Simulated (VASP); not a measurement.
Crystal: Ca2MgAs2.

```
Ca Mg As
1.0
     4.14293    0.00000    0.00000
     0.00000    4.14293    0.00000
     0.00000    0.00000    7.63083
Ca Mg As
2 1 2
Direct
  0.00000 0.00000 0.86070
  0.00000 0.00000 0.13930
  0.00000 0.00000 0.50000
  0.50000 0.50000 0.23131
  0.50000 0.50000 0.76869
```

- Program: VASP 6.6.1
- Task: relaxation of cell and atoms
- Functional: PBE
- Potentials or basis: VASP PAW PBE potentials, release 64 (Ca_sv, Mg, As)
- Cutoff: 600 eV
- k mesh: 4 × 4 × 2
- Occupations: gaussian, width 0.1 eV
- Spin: no spin polarisation

At the start: pressure 3.4 GPa; volume 26.19 Å³/atom.

Q: How do energy, volume and symmetry change on relaxing?

A: Over 47 steps the energy falls by 956.7 meV/atom and the volume is 25.37 Å³/atom (-3.1 %); space group P4/mmm (No. 123, to 0.05 Å).

The path:
| step | energy change (eV) | largest force (eV/Å) | pressure (GPa) | volume (Å³) |
| --- | --- | --- | --- | --- |
| 1 | 0.0000 | 6.7379 | 3.37 | 130.97 |
| 3 | -3.0008 | 0.6790 | 3.59 | 139.95 |
| 5 | -3.3074 | 0.3238 | 0.17 | 159.19 |
| 7 | -3.3591 | 0.3031 | -0.29 | 163.69 |
| 9 | -3.3900 | 0.3425 | -0.12 | 163.93 |
| 11 | -3.5195 | 0.3472 | -1.96 | 167.14 |
| 13 | -3.5625 | 0.7343 | -4.41 | 171.39 |
| 15 | -3.5782 | 0.7204 | -4.54 | 171.17 |
| 17 | -3.6559 | 0.6721 | -5.05 | 170.31 |
| 19 | -3.8082 | 0.8539 | -6.15 | 166.79 |
| 21 | -3.9273 | 0.7812 | -5.89 | 164.88 |
| 23 | -4.0543 | 1.1757 | -1.14 | 140.41 |
| 25 | -4.3099 | 0.7125 | -3.85 | 148.86 |
| 27 | -4.6575 | 0.1820 | 0.57 | 132.80 |
| 29 | -4.6685 | 0.0202 | -0.27 | 134.91 |
| 31 | -4.6894 | 0.0995 | 0.13 | 133.54 |
| 33 | -4.6443 | 0.5765 | 2.10 | 126.69 |
| 35 | -4.7182 | 0.3367 | 0.53 | 131.34 |
| 37 | -4.7095 | 0.1446 | -0.96 | 134.28 |
| 39 | -4.7358 | 0.2409 | -0.23 | 132.57 |
| 41 | -4.7631 | 0.2107 | -0.49 | 130.62 |
| 43 | -4.7656 | 0.2736 | -0.53 | 129.84 |
| 45 | -4.7764 | 0.1825 | 0.40 | 126.30 |
| 47 | -4.7837 | 0.0157 | 0.07 | 126.87 |

Final structure:
```
Ca Mg As
1.0
     3.37899    0.00000    0.00000
     0.00000    3.37899    0.00000
     0.00000    0.00000   11.11155
Ca Mg As
2 1 2
Direct
  0.00000 0.00000 0.83561
  0.00000 0.00000 0.16439
  0.00000 0.00000 0.50000
  0.50000 0.50000 0.33774
  0.50000 0.50000 0.66226
```

Caveat: the k points lie up to 0.46 Å⁻¹ apart in the final cell.
